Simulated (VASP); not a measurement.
C, 4 atoms in the cell. Symmetry: P6_3/mmc, No. 194, hexagonal system. Conventional cell: a = 2.456 Å, b = 2.456 Å, c = 7.011 Å, α = 90.00°, β = 90.00°, γ = 120.00°. C (site symmetry -6m2) has 3 C at 1.42 Å within 1.9 Å. Within 1.9 Å of C (site symmetry -6m2) lie 3 C at 1.42 Å. 

```yaml
Program: VASP 6.6.1
Task: single point
Functional: r2SCAN
Potentials_or_basis: VASP PAW PBE potentials, release 64 (C)
Cutoff: 520 eV
k_mesh: 15 × 15 × 5
Occupations: fermi-dirac, width 0.1 eV
Spin: no spin polarisation
Dipole_correction: no
Further_INCAR_settings: ALGO = Normal; EDIFF = 1e-06; NBANDS = 16
```

Potentials or basis: VASP PAW PBE potentials, release 64 (C).

Run with:

```sh
$ cat potpaw_PBE.64/C/POTCAR > POTCAR
$ cp INCAR.step1 INCAR
$ mpirun -np 1 vasp_std > vasp.out
$ cp INCAR.step2 INCAR
$ mpirun -np 1 vasp_std > vasp.out
```

Hardware: 1 thread of Intel(R) Xeon(R) 6975P-C (Granite Rapids) (shared host).

How long does it take, and how much memory?

It took 67 s on 1 thread of Intel(R) Xeon(R) 6975P-C (Granite Rapids), with other jobs on the host, peak memory 0.16 GiB. Counts: k points 81.
